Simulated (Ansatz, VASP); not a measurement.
Given: the input of a run of VASP 6.6.1 on P.

INCAR

```
SYSTEM = P
  PREC = Accurate
  ENCUT = 520
  EDIFF = 1E-6
  ISMEAR = -1
  SIGMA = 0.05
  LREAL = .FALSE.
  LASPH = .TRUE.
  NELM = 60
  ALGO = Normal
  ISIF = 2
  LWAVE = .FALSE.
  LCHARG = .FALSE.
  GGA = CA
  NBANDS = 18
```

KPOINTS

```
regular mesh
0
G
  8 8 6
  0 0 0
```

POSCAR

```
P
1.0
    1.6254735952     -5.3911768097      0.0000000000
    1.6254735952      5.3911768097      0.0000000000
    0.0000000000      0.0000000000      4.4822275814
P
4
Direct
    0.9041431300      0.0958568700      0.5888151700
    0.0958568700      0.9041431300      0.4111848300
    0.5958568700      0.4041431300      0.0888151700
    0.4041431300      0.5958568700      0.9111848300
```

Potentials or basis: VASP PAW LDA potentials, release 64 (P).

Command:

```console
$ cat potpaw_LDA.64/P/POTCAR > POTCAR
$ mpirun -np 1 vasp_std > vasp.out
```

Q: Set up the same calculation for Ansatz 0.2.0. Potentials there: all-electron LAPW, scalar-relativistic.

A: As run (the cutoff follows the program's own potentials):

File input.yaml:

```yaml
crystal:
  lattice:
    - [1.6254735952, -5.3911768097, 0.0]
    - [1.6254735952, 5.3911768097, 0.0]
    - [0.0, 0.0, 4.4822275814]
  atoms:
    - { symbol: P, position: [0.90414313, 0.09585687, 0.58881517] }
    - { symbol: P, position: [0.09585687, 0.90414313, 0.41118483] }
    - { symbol: P, position: [0.59585687, 0.40414313, 0.08881517] }
    - { symbol: P, position: [0.40414313, 0.59585687, 0.91118483] }
kpoints:
  mp_grid: { grid: [8, 8, 6] }
scf:
  occupations: { method: fermi_dirac, width: 0.05 }
hamiltonian:
  xc: lda
  pseudopotentials: { kind: all_electron, lapw: { basis_error: 0.002 } }
output:
  forces: true
  stress: true
  eigenvalues: true
```

Potentials or basis: all-electron LAPW, scalar-relativistic.

Command:

```console
$ ansatz run input.yaml --threads 2 --pin off --max-ram 8192MiB --backend cpu --events-out ev --progress --plain --runs-dir out
```

Both were run:

|  | VASP | Ansatz | Ansatz less VASP |
| --- | --- | --- | --- |
| gap on the k mesh at the Fermi level (eV) | 0.06 | 0.06 | +0.003 |
| least direct gap on the mesh (eV) | 0.06 | 0.06 | +0.003 |
| pressure (GPa) | 0.8 | 1.1 | +0.36 |
| traceless stress, the component that is largest in VASP (GPa) | 0.23 | 0.26 | +0.027 |
| rms of the force components (eV/Å) | 0.285 | 0.313 | +0.0281 |

LDA's correlation is that of Perdew and Zunger in VASP and of Perdew and Wang (1992) in Ansatz. Atom by atom the forces differ by 0.028 eV/Å (rms over components). Ansatz ran all-electron here, and VASP with PAW potentials.
